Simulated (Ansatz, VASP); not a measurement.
NaCl in VASP and in Ansatz

INCAR

```
PREC = Accurate
ENCUT = 500
EDIFF = 1E-6
ISMEAR = 0
SIGMA = 0.01
LREAL = False
LASPH = True
NELM = 120
ALGO = Normal
ISIF = 2
LWAVE = False
LCHARG = False
GGA = PE
NBANDS = 14
GGA_COMPAT = False
```

KPOINTS

```
regular mesh
0
Gamma
  4 4 4
```

File POSCAR:

```
NaCl
1.0
    0.0000000000      2.5302711800      2.5302711800
    2.5302711800      0.0000000000      2.5302711800
    2.5302711800      2.5302711800      0.0000000000
Na Cl
1 1
Direct
    0.0000000000      0.0000000000      0.0000000000
    0.5000000000      0.5000000000      0.5000000000
```

Input for Ansatz:

```yaml
crystal:
  lattice:
    - [0.0, 2.53027118, 2.53027118]
    - [2.53027118, 0.0, 2.53027118]
    - [2.53027118, 2.53027118, 0.0]
  atoms:
    - { symbol: Na, position: [0.0, 0.0, 0.0] }
    - { symbol: Cl, position: [0.5, 0.5, 0.5] }
basis:
  precision: f64
  xc_grid: 2
  ecutwfc: 700
  ecutrho_ratio: 4
kpoints:
  mp_grid: { grid: [4, 4, 4], shift: [0, 0, 0] }
hamiltonian:
  xc: pbe
  dispersion: none
  pseudopotentials:
    kind: paw
    azcp:
      Cl: "pseudopotentials/Cl.paw.azcp"
      Na: "pseudopotentials/Na.paw.azcp"
magnetization:
  spin_polarized: false
scf:
  lower_state_search: "off"
  max_iter: 200
  occupations: { method: fixed }
  convergence: { dr2_threshold: "1e-10 eV" }
output:
  forces: true
  stress: true
  eigenvalues: true
```

Alike in both runs: task single point; functional PBE; k mesh 4 × 4 × 4; no spin polarisation.

```csv
,VASP,Ansatz
version,VASP 6.6.1,Ansatz 0.2.0-dev
potentials or method,"VASP PAW PBE potentials, release 64 (Na_pv, Cl), cutoff 500 eV",hard PAW set made for 700 eV
occupations,"gaussian, width 0.01 eV",fixed
```

```tsv
	VASP	Ansatz	Ansatz less VASP
gap on the k mesh at the Fermi level (eV)	6.70	6.70	0.000
```

The k mesh is coarse, so the values compare programs but aren't converged.
